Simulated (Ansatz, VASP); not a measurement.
One calculation of HfO2, two programs

The input POSCAR:

```
HfO2
1.0
   -0.0255750000      2.5575000000      2.5575000000
    2.5575000000     -0.0255750000      2.5575000000
    2.5319250000      2.5319250000      0.0000000000
Hf O
1 2
Direct
    0.0000000000      0.0000000000      0.0000000000
    0.2500000000      0.2500000000      0.2500000000
    0.7500000000      0.7500000000      0.7500000000
```

The input INCAR.step1:

```
ALGO = Normal
EDIFF = 1E-4
ENCUT = 520
GGA = PE
ISMEAR = 0
LASPH = T
LCHARG = F
LREAL = F
LWAVE = T
NBANDS = 18
NELM = 100
PREC = Accurate
SIGMA = 0.05
```

Contents of INCAR.step2:

```
ALGO = Normal
EDIFF = 1E-7
ENCUT = 520
ISIF = 2
ISMEAR = 0
ISTART = 1
LASPH = T
LCHARG = T
LELF = T
LMIXTAU = T
LREAL = F
LVHAR = T
LWAVE = F
METAGGA = R2SCAN
NBANDS = 18
NELM = 100
PREC = Accurate
SIGMA = 0.05
```

File KPOINTS:

```
k-points
0
Gamma
  8 8 8
```

Input for Ansatz:

```yaml
crystal:
  lattice:
    - [-0.025575, 2.5575, 2.5575]
    - [2.5575, -0.025575, 2.5575]
    - [2.531925, 2.531925, 0.0]
  atoms:
    - { symbol: Hf, position: [0.0, 0.0, 0.0] }
    - { symbol: O, position: [0.25, 0.25, 0.25] }
    - { symbol: O, position: [0.75, 0.75, 0.75] }
basis:
  ecutwfc: 500
kpoints:
  mp_grid: { grid: [8, 8, 8] }
hamiltonian:
  xc: r2scan
scf:
  occupations: { method: gaussian, width: 0.05 }
output:
  forces: true
  stress: true
  eigenvalues: true
```

Change from the starting cell: strain -0.0200 x Voigt [0, 0, 0, 0, 0, 1], atoms carried along.

Alike in both runs: task single point; functional r2SCAN; k mesh 8 × 8 × 8; occupations gaussian, width 0.05 eV; no spin polarisation.

|  | VASP | Ansatz |
| --- | --- | --- |
| version | VASP 6.6.1 | Ansatz 0.2.0 |
| potentials or method | VASP PAW PBE potentials, release 64 (Hf_pv, O), cutoff 520 eV | scalar-relativistic, plane waves, PAW |
| valence electrons in the cell | 22 | 38 |

VASP gave:

| Item | Value |
| --- | --- |
| gap on the k mesh at the Fermi level (eV) | 4.22 |
| least direct gap on the mesh (eV) | 4.22 |
| pressure (GPa) | -12.0 |
| traceless stress, the component that is largest in VASP (GPa) | 1.52 |
| rms of the force components (eV/Å) | 0.046 |

Question: Estimate Ansatz's values.

Answer: gap on the k mesh at the Fermi level (eV): 4.21; least direct gap on the mesh (eV): 4.21; pressure (GPa): -8.3; traceless stress, the component that is largest in VASP (GPa): 1.65; rms of the force components (eV/Å): 0.054.

VASP's potentials were made for PBE, not for r2SCAN. Atom by atom the forces differ by 0.007 eV/Å (rms over components). VASP's potentials hold 22 valence electrons a cell and Ansatz's 38, so a difference there can come from the potentials and not from the codes.

Neither program's run includes spin-orbit coupling.
